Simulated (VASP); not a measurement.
A run of VASP 6.6.1:

The input POSCAR:

```
Co
1.0
    2.5074000000      0.0000000000      0.0000000000
   -1.2537000000      2.1714720974      0.0000000000
    0.0000000000      0.0000000000      4.0699000000
Co
2
Direct
    0.3333333333      0.6666666667      0.2500000000
    0.6666666667      0.3333333333      0.7500000000
```

The input INCAR.step1:

```
SYSTEM = Co
PREC = Accurate ; ENCUT = 520
EDIFF = 1E-6 ; ISMEAR = -1
SIGMA = 0.08 ; LREAL = .FALSE.
LASPH = .TRUE. ; NELM = 120
ALGO = Normal ; ISIF = 2
LWAVE = .FALSE. ; LCHARG = .TRUE.
LMAXMIX = 4 ; GGA = PE
NBANDS = 16 ; GGA_COMPAT = .FALSE.
NEDOS = 2001 ; LORBIT = 11
```

Contents of KPOINTS.step1:

```
regular mesh
0
G
  15 15 8
  0 0 0
```

File INCAR.step2:

```
SYSTEM = Co
PREC = Accurate ; ENCUT = 520
EDIFF = 1E-6 ; ISMEAR = -5
SIGMA = 0.08 ; LREAL = .FALSE.
LASPH = .TRUE. ; NELM = 120
ALGO = Normal ; ISIF = 2
LWAVE = .FALSE. ; LCHARG = .FALSE.
LMAXMIX = 4 ; GGA = PE
LORBIT = 10 ; NEDOS = 2001
ICHARG = 11 ; GGA_COMPAT = .FALSE.
```

The input KPOINTS.step2:

```
regular mesh
0
G
  23 23 12
  0 0 0
```

Potentials or basis: VASP PAW PBE potentials, release 64 (Co).

The run is started by

```bash
$ cat potpaw_PBE.64/Co/POTCAR > POTCAR
$ cp INCAR.step1 INCAR
$ cp KPOINTS.step1 KPOINTS
$ mpirun -np 1 vasp_std > vasp.out
$ cp INCAR.step2 INCAR
$ cp KPOINTS.step2 KPOINTS
$ mpirun -np 1 vasp_std > vasp.out
```

Hardware: 1 thread of Oxide Virtual Turin-like Processor (shared host).

**Question.** Estimate the wall time of this run.

**Answer.** It took 92 s on 1 thread of Oxide Virtual Turin-like Processor, with other jobs on the host, peak memory 0.19 GiB. Counts: k points 392.
